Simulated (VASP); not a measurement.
# CdS (rocksalt type) (Fm-3m) in VASP: notebook, part 2 of 2

VASP 6.6.1.

## 5. Single point, r2SCAN

This run uses another cell than the first one, of 20.27 Å³/atom, 1.250 times its volume.

Input file POSCAR:

```
CdS
1.0
    0.0000000000      2.7267209016      2.7267209016
    2.7267209016      0.0000000000      2.7267209016
    2.7267209016      2.7267209016      0.0000000000
Cd S
1 1
Direct
    0.0000000000      0.0000000000      0.0000000000
    0.5000000000      0.5000000000      0.5000000000
```

Input file INCAR.step1:

```
SYSTEM = CdS
ALGO = Normal
EDIFF = 1E-4
ENCUT = 520
GGA = PE
ISMEAR = -1
LASPH = .True.
LCHARG = .False.
LREAL = .False.
LWAVE = .True.
NBANDS = 16
NELM = 80
PREC = Accurate
SIGMA = 0.05
```

Input file INCAR.step2:

```
SYSTEM = CdS
ALGO = Normal
EDIFF = 1E-6
ENCUT = 520
ISIF = 2
ISMEAR = -1
ISTART = 1
LASPH = .True.
LCHARG = .True.
LELF = .True.
LMIXTAU = .True.
LREAL = .False.
LVHAR = .True.
LWAVE = .False.
METAGGA = R2SCAN
NBANDS = 16
NELM = 80
PREC = Accurate
SIGMA = 0.05
```

Input file KPOINTS:

```
k-points
0
Gamma
  14 14 14
  0 0 0
```

Potentials or basis: VASP PAW PBE potentials, release 64 (Cd, S).

Command:

```bash
> cat potpaw_PBE.64/Cd/POTCAR potpaw_PBE.64/S/POTCAR > POTCAR
> cp INCAR.step1 INCAR
> mpirun -np 1 vasp_std > vasp.out
> cp INCAR.step2 INCAR
> mpirun -np 1 vasp_std > vasp.out
```

OUTCAR:

```text
SYSTEM = CdS
   EDIFF = 1E-6
   ENCUT = 520
   ISIF = 2
   ISMEAR = -1
   ISTART = 1
   LASPH = .True.
   LREAL = .False.
   METAGGA = R2SCAN
   NELM = 80
   PREC = Accurate

 ion  position               nearest neighbor table
   1  0.000  0.000  0.000-   2 2.73   2 2.73   2 2.73   2 2.73   2 2.73   2 2.73
   2  0.500  0.500  0.500-   1 2.73   1 2.73   1 2.73   1 2.73   1 2.73   1 2.73

  LATTYP: Found a face centered cubic cell.
 ALAT       =     5.4534418032

  Lattice vectors:

 A1 = (   0.0000000000,   2.7267209016,   2.7267209016)
 A2 = (   2.7267209016,   0.0000000000,   2.7267209016)
 A3 = (   2.7267209016,   2.7267209016,   0.0000000000)

Analysis of symmetry for initial positions (statically):
=====================================================================
 Subroutine PRICEL returns:
 Original cell was already a primitive cell.

 Routine SETGRP: Setting up the symmetry group for a
 face centered cubic supercell.

 Subroutine GETGRP returns: Found 48 space group operations
 (whereof 48 operations were pure point group operations)
 out of a pool of 48 trial point group operations.

The static configuration has the point symmetry O_h .

Analysis of symmetry for dynamics (positions and initial velocities):
=====================================================================
 Subroutine PRICEL returns:
 Original cell was already a primitive cell.

 Routine SETGRP: Setting up the symmetry group for a
 face centered cubic supercell.

 Subroutine GETGRP returns: Found 48 space group operations
 (whereof 48 operations were pure point group operations)
 out of a pool of 48 trial point group operations.

The dynamic configuration has the point symmetry O_h .

 Subroutine INISYM returns: Found 48 space group operations
 (whereof 48 operations are pure point group operations),
 and found     1 'primitive' translations

----------------------------------------------------------------------------------------

                                     Primitive cell

  volume of cell :      40.5464

  direct lattice vectors                    reciprocal lattice vectors
     0.000000000  2.726720902  2.726720902    -0.183370436  0.183370436  0.183370436
     2.726720902  0.000000000  2.726720902     0.183370436 -0.183370436  0.183370436
     2.726720902  2.726720902  0.000000000     0.183370436  0.183370436 -0.183370436

  length of vectors
     3.856165680  3.856165680  3.856165680     0.317606911  0.317606911  0.317606911

  position of ions in fractional coordinates (direct lattice)
     0.000000000  0.000000000  0.000000000
     0.500000000  0.500000000  0.500000000

  ion indices of the primitive-cell ions
   primitive index   ion index
                 1           1
                 2           2

----------------------------------------------------------------------------------------

 KPOINTS: k-points

Automatic generation of k-mesh.
 Grid dimensions read from file:
 generate k-points for:   14   14   14

 Generating k-lattice:

  Cartesian coordinates                     Fractional coordinates (reciprocal lattice)
    -0.013097888  0.013097888  0.013097888     0.071428571  0.000000000  0.000000000
     0.013097888 -0.013097888  0.013097888     0.000000000  0.071428571  0.000000000
     0.013097888  0.013097888 -0.013097888     0.000000000  0.000000000  0.071428571

  Length of vectors
     0.022686208  0.022686208  0.022686208

  Shift w.r.t. Gamma in fractional coordinates (k-lattice)
     0.000000000  0.000000000  0.000000000

 Subroutine IBZKPT returns following result:
 ===========================================

 Found    104 irreducible k-points:

 Following reciprocal coordinates:
            Coordinates               Weight
  0.000000  0.000000  0.000000      1.000000
  0.071429  0.000000  0.000000      8.000000
  0.142857  0.000000  0.000000      8.000000
  0.214286  0.000000  0.000000      8.000000
  0.285714  0.000000  0.000000      8.000000
  0.357143  0.000000  0.000000      8.000000
[... 16 lines left out ...]
  0.214286  0.142857  0.000000     24.000000
  0.285714  0.142857  0.000000     24.000000
 [... further k-points ...]
   k-points           NKPTS =    104   k-points in BZ     NKDIM =    104   number of bands    NBANDS=     16
   number of dos      NEDOS =    301   number of ions     NIONS =      2
   total plane-waves  NPLWV =  27000
   dimension x,y,z NGX =    30 NGY =   30 NGZ =   30
   dimension x,y,z NGXF=    60 NGYF=   60 NGZF=   60
   ions per type =               1   1
   NGX,Y,Z   is equivalent  to a cutoff of  12.93, 12.93, 12.93 a.u.
   NGXF,Y,Z  is equivalent  to a cutoff of  25.87, 25.87, 25.87 a.u.
 SYSTEM =  CdS
   PREC   = accura    normal or accurate (medium, high low for compatibility)
   ISTART =      1    job   : 0-new  1-cont  2-samecut
   ICHARG =      0    charge: 1-file 2-atom 10-const
   ISPIN  =      1    spin polarized calculation?
   LNONCOLLINEAR =      F non collinear calculations
   LSORBIT =      F    spin-orbit coupling
   LASPH  =      T    aspherical Exc in radial PAW
   ENCUT  =  520.0 eV  38.22 Ry    6.18 a.u.   7.17  7.17  7.17*2*pi/ulx,y,z
   NELM   =     80;   NELMIN=  2; NELMDL=  0     # of ELM steps
   EDIFF  = 0.1E-05   stopping-criterion for ELM
   LREAL  =      F    real-space projection
   EDIFFG = 0.1E-04   stopping-criterion for IOM
   NSW    =      0    number of steps for IOM
   IBRION =     -1    ionic relax: 0-MD 1-quasi-New 2-CG
   NFREE  =      0    steps in history (QN), initial steepest desc. (CG)
   ISIF   =      2    stress and relaxation
   ISYM   =      2    0-nonsym 1-usesym 2-fastsym
   POTIM  = 0.5000    time-step for ionic-motion
   TEBEG  =    0.0;   TEEND  =   0.0 temperature during run
   PSTRESS=    0.0 pullay stress
   NELECT =      18.0000    total number of electrons
   NUPDOWN=      -1.0000    fix difference up-down
   EMIN   =  10.00;   EMAX   =-10.00  energy-range for DOS
   EFERMI =   0.00;   METHOD = LEGACY
   ISMEAR =    -1;   SIGMA  =   0.05  broadening in eV -4-tet -1-fermi 0-gaus
   EFERMI_NEDOS =   21; number of points for ismear=-14 and -15
   IALGO  =     38    algorithm
   IMIX   =      4    mixing-type and parameters
     AMIX     =   0.40;   BMIX     =  1.00
     AMIX_MAG =   1.60;   BMIX_MAG =  1.00
  volume/ion in A,a.u.               =      20.27       136.81
  Fermi-wavevector in a.u.,A,eV,Ry     =   1.248864  2.360010 21.220464  1.559660
  Thomas-Fermi vector in A             =   2.382931
   LORBIT       =      0    0 simple, 1 ext, 2 COOP (PROOUT), +10 PAW based schemes
   METAGGA = R2SCAN    functional components
   LHFCALC =     F    Hartree Fock is set to
   AEXX    =    0.0000 exact exchange contribution
   IVDW    =     0    specifies the selected vdW correction
   LEPSILON=     F    determine dielectric tensor
   LRPA    =     F    only Hartree local field effects (RPA)
 non-spin polarized calculation
  energy-cutoff  :      520.00
  volume of cell :       40.55
 maximum number of plane-waves:      1110
 NGX is ok and might be reduce to    30
   NGX = 15   NGY = 15   NGZ = 15

 number of electron      18.0000003 magnetization

 Free energy of the ion-electron system (eV)
  ---------------------------------------------------
  ext. energy  EPLUGINS =         0.00000000
  ---------------------------------------------------
  free energy    TOTEN  =       -29.52489494 eV

  energy without entropy =      -29.52488716  energy(sigma->0) =      -29.52489105

 E-fermi :   3.2099     XC(G=0): -11.0051

 val. band max:        2.7525754170   @ k =  -0.2857   0.1429   0.0000
 cond. band min:       3.4859956489   @ k =   0.5000   0.5000   0.0000
 fundamental gap:      0.7334202318
 Fermi energy:         3.2098691817

 k-point     1 :       0.0000    0.0000    0.0000
  band No.  band energies     occupation
      1     -10.5904      2.00000
      2      -5.1067      2.00000
      3      -5.1067      2.00000
      4      -5.1060      2.00000
      5      -5.1060      2.00000
      6      -5.1060      2.00000
[... 8 lines left out ...]
     15      15.1457      0.00000
     16      15.1457      0.00000
[... 419 lines left out ...]
 k-point    24 :       0.2857    0.1429    0.0000
  band No.  band energies     occupation
      1     -10.0323      2.00000
      2      -5.3161      2.00000
      3      -5.1703      2.00000
      4      -5.1686      2.00000
      5      -5.0117      2.00000
      6      -4.9715      2.00000
[... 8 lines left out ...]
     15      15.7003      0.00000
     16      16.2869      0.00000

 [... further k-points ...]

------------------------ aborting loop because EDIFF is reached ----------------------------------------

  FORCE on cell =-STRESS in cart. coord.  units (eV):
  Direction    XX          YY          ZZ          XY          YZ          ZX
  --------------------------------------------------------------------------------------
  -------------------------------------------------------------------------------------
  Total        0.1206796      0.1206796      0.1206796      0.0000000      0.0000000     -0.0000000
  in kB        4.7686148      4.7686148      4.7686148      0.0000000      0.0000000     -0.0000000
  external PRESSURE =       4.7686148 kB  Pullay stress =       0.0000000 kB

 VOLUME and BASIS-vectors are now :
 -----------------------------------------------------------------------------
  energy-cutoff  :      520.00
  volume of cell :       40.55
      direct lattice vectors                 reciprocal lattice vectors
     0.000000000  2.726720902  2.726720902    -0.183370436  0.183370436  0.183370436
     2.726720902  0.000000000  2.726720902     0.183370436 -0.183370436  0.183370436
     2.726720902  2.726720902  0.000000000     0.183370436  0.183370436 -0.183370436

 POSITION                                       TOTAL-FORCE (eV/Angst)
 -----------------------------------------------------------------------------------
      0.00000      0.00000      0.00000        -0.000000     -0.000000      0.000000
      2.72672      2.72672      2.72672         0.000000      0.000000      0.000000
 -----------------------------------------------------------------------------------
    total drift:                               -0.000000      0.000000      0.000000

  FREE ENERGIE OF THE ION-ELECTRON SYSTEM (eV)
  ---------------------------------------------------
  free  energy   TOTEN  =       -29.5248949379 eV

  energy  without entropy=      -29.5248871595  energy(sigma->0) =      -29.52489105
```

Wall time 2.1 min (1 thread of Intel Xeon 6975P-C (Granite Rapids), shared host); peak memory 0.21 GiB.

Results:

* Free energy: -29.5249 eV
* Pressure: 0.5 GPa
* Band gap on the k mesh: 0.73 eV, indirect (least direct gap 2.35 eV)

Levels at points of the mesh, in eV from the valence-band top:
```tsv
k point	band 7	band 8	band 9	band 10	band 11	band 12
(0.00, 0.00, 0.00)	-0.77	-0.77	-0.77	1.59	9.73	9.73
(0.50, 0.00, 0.00)	-4.92	0.00	0.00	4.05	6.46	6.46
(0.50, 0.50, 0.00)	-4.36	-2.20	-2.20	0.73	6.42	10.78
```

Caveat: the PAW data sets were made with another functional, which shifts forces and pressure a little. A k mesh can miss the band edges.

## 6. Overview

```tsv
cell	gap on the mesh (eV)	pressure (GPa)
a = 3.580 Å, angles 60.0°, 2 atoms	0.59	32.0
a = 3.695 Å, angles 60.0°, 2 atoms	0.69	15.0
a = 3.777 Å, angles 60.0°, 2 atoms	0.72	6.5
a = 3.856 Å, angles 60.0°, 2 atoms	0.73	0.5
```

Alike in all rows: task single point; level r2SCAN; potentials or basis VASP PAW PBE potentials, release 64 (Cd, S); no spin polarisation; k mesh 14 × 14 × 14; cutoff (eV) 520; smearing fermi-dirac 0.05 eV.

Caveats: the PAW data sets were made with another functional, which shifts forces and pressure a little.

Absolute energies hang on the potentials; compare differences alone.
